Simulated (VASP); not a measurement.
Here is a VASP 6.6.1 calculation.

INCAR

```
SYSTEM = SiO2
PREC = Accurate
ENCUT = 520
EDIFF = 1E-7
ISMEAR = 0
SIGMA = 0.02
LREAL = Auto
LASPH = .True.
NELM = 80
ALGO = Normal
ISIF = 2
LWAVE = .False.
LCHARG = .False.
GGA = CA
NBANDS = 82
```

Contents of KPOINTS:

```
Automatic mesh
0
Gamma
  4 4 4
  0 0 0
```

POSCAR

```
SiO2
1.0
   -4.9754296031      4.9754296031      4.9754296031
    4.9754296031     -4.9754296031      4.9754296031
    4.9754296031      4.9754296031     -4.9754296031
Si O
8 16
Direct
    0.3133354938      0.3133354938      0.3133354938
    0.0000000000      0.3133354938      0.0000000000
    0.0000000000      0.0000000000      0.3133354938
    0.3133354938      0.0000000000      0.0000000000
    0.0000000000      0.0000000000      0.6866645062
    0.6866645062      0.0000000000      0.0000000000
    0.0000000000      0.6866645062      0.0000000000
    0.6866645062      0.6866645062      0.6866645062
    0.5000000000      0.5000000000      0.5000000000
    0.0000000000      0.5000000000      0.0000000000
    0.0000000000      0.0000000000      0.5000000000
    0.5000000000      0.0000000000      0.0000000000
    0.1876054108      0.1876054108      0.3752108215
    0.1876054108      0.3752108215      0.1876054108
    0.8123945892      0.0000000000      0.1876054108
    0.0000000000      0.8123945892      0.1876054108
    0.3752108215      0.1876054108      0.1876054108
    0.1876054108      0.8123945892      0.0000000000
    0.8123945892      0.1876054108      0.0000000000
    0.1876054108      0.0000000000      0.8123945892
    0.6247891785      0.8123945892      0.8123945892
    0.8123945892      0.6247891785      0.8123945892
    0.0000000000      0.1876054108      0.8123945892
    0.8123945892      0.8123945892      0.6247891785
```

Potentials or basis: VASP PAW LDA potentials, release 64 (Si, O).

Run with:

```console
$ cat potpaw_LDA.64/Si/POTCAR potpaw_LDA.64/O/POTCAR > POTCAR
$ mpirun -np 1 vasp_std > vasp.out
```

Task: What does it give for the pressure?

Result: -2.5 GPa.

Task: Estimate the largest force.

Result: 0.066 eV/Å.

Task: Predict the band gap on the k mesh.

Result: 5.46 eV.

Forces on the atoms (eV/Å):
```
Si   0.038  0.038  0.038
Si   0.038 -0.038  0.038
Si   0.038  0.038 -0.038
Si  -0.038  0.038  0.038
Si  -0.038 -0.038  0.038
Si   0.038 -0.038 -0.038
Si  -0.038  0.038 -0.038
Si  -0.038 -0.038 -0.038
O    0.000  0.000  0.000
O    0.000  0.000  0.000
O    0.000  0.000  0.000
O    0.000  0.000  0.000
O    0.007  0.007  0.000
O    0.007  0.000  0.007
O    0.007  0.000 -0.007
O    0.000  0.007 -0.007
O    0.000  0.007  0.007
O   -0.007  0.007  0.000
O    0.007 -0.007  0.000
O   -0.007  0.000  0.007
O    0.000 -0.007 -0.007
O   -0.007  0.000 -0.007
O    0.000 -0.007  0.007
O   -0.007 -0.007  0.000
```

A k mesh can miss the band edges.
